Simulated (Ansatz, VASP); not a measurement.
## Two plane-wave programs on Tl

INCAR

```
SYSTEM = Tl
  PREC = Accurate
  ENCUT = 520
  EDIFF = 1E-6
  ISMEAR = 0
  SIGMA = 0.15
  LREAL = .False.
  LASPH = .True.
  NELM = 80
  ALGO = Fast
  ISIF = 2
  LWAVE = .False.
  LCHARG = .False.
  GGA = PE
  IVDW = 12
  NBANDS = 12
```

File KPOINTS:

```
regular mesh
0
Gamma
  18 18 18
  0 0 0
```

POSCAR

```
Tl
1.0
    0.0000000000      2.4265545783      2.5478823072
    2.4265545783      0.0000000000      2.5478823072
    2.4265545783      2.4265545783      0.0000000000
Tl
1
Direct
    0.0000000000      0.0000000000      0.0000000000
```

Input for Ansatz:

```yaml
crystal:
  lattice:
    - [0.0, 2.4265545783, 2.5478823072]
    - [2.4265545783, 0.0, 2.5478823072]
    - [2.4265545783, 2.4265545783, 0.0]
  atoms:
    - { symbol: Tl, position: [0.0, 0.0, 0.0] }
basis:
  ecutwfc: 420
kpoints:
  mp_grid: { grid: [18, 18, 18] }
hamiltonian:
  xc: pbe
  dispersion: d3bj
scf:
  occupations: { method: gaussian, width: 0.15 }
output:
  forces: true
  stress: true
  eigenvalues: true
```

Alike in both runs: task single point; functional PBE; dispersion D3(BJ); k mesh 18 × 18 × 18; occupations gaussian, width 0.15 eV; no spin polarisation.

|  | VASP | Ansatz |
| --- | --- | --- |
| version | VASP 6.6.1 | Ansatz 0.2.0 |
| potentials or method | VASP PAW PBE potentials, release 64 (Tl_d), cutoff 520 eV | scalar-relativistic, plane waves, PAW |
| valence electrons in the cell | 13 | 13 |

```tsv
	VASP	Ansatz	Ansatz less VASP
gap on the k mesh at the Fermi level (eV)	none	none	-
pressure (GPa)	-0.8	-0.7	+0.05
traceless stress, the component that is largest in VASP (GPa)	-0.07	-0.07	+0.003
```

A gap of «none» marks a metal or a gap that the smearing closes.

Spin-orbit coupling is off throughout.
